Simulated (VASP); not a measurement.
Input of a VASP 6.6.1 run:

File POSCAR:

```
BiB
1.0
    0.0000000000      2.6268329274      2.6268329274
    2.6268329274      0.0000000000      2.6268329274
    2.6268329274      2.6268329274      0.0000000000
B Bi
1 1
Direct
    0.0000000000      0.0000000000      0.0000000000
    0.5000000000      0.5000000000      0.5000000000
```

INCAR.step1

```
SYSTEM = BiB
  PREC = Accurate
  ENCUT = 520
  EDIFF = 1E-5
  ISMEAR = -1
  SIGMA = 0.02
  LREAL = .False.
  LASPH = .True.
  NELM = 80
  ALGO = Normal
  ISIF = 2
  LWAVE = .True.
  LCHARG = .False.
  GGA = PE
  NBANDS = 16
```

INCAR.step2

```
SYSTEM = BiB
  PREC = Accurate
  ENCUT = 520
  EDIFF = 1E-6
  ISMEAR = -1
  SIGMA = 0.02
  LREAL = .False.
  LASPH = .True.
  NELM = 80
  ALGO = Normal
  ISIF = 2
  LWAVE = .False.
  LCHARG = .False.
  GGA = PE
  LHFCALC = .True.
  AEXX = 1.0
  HFSCREEN = 0.3
  PRECFOCK = Normal
  ISTART = 1
  NBANDS = 16
  ALDAC = 1.0
  AGGAC = 1.0
```

Contents of KPOINTS:

```
regular mesh
0
Gamma
  4 4 4
  0 0 0
```

Potentials or basis: VASP PAW PBE potentials, release 64 (B, Bi_d).

Run with:

```sh
$ cat potpaw_PBE.64/B/POTCAR potpaw_PBE.64/Bi_d/POTCAR > POTCAR
$ cp INCAR.step1 INCAR
$ mpirun -np 1 vasp_std > vasp.out
$ cp INCAR.step2 INCAR
$ mpirun -np 1 vasp_std > vasp.out
```

**Question.** What does it give for the band gap on the k mesh?

**Answer.** Zero (bands 9 and 10 overlap by 5.91 eV).

**Question.** What does it give for the pressure?

**Answer.** -4.2 GPa.

Caveat: the k points lie up to 0.52 Å⁻¹ apart, too coarse for converged energies and pressures of a metal; the PAW data sets were made with another functional, which shifts forces and pressure a little; spin-orbit coupling is left out, which moves the levels of the heavy elements.
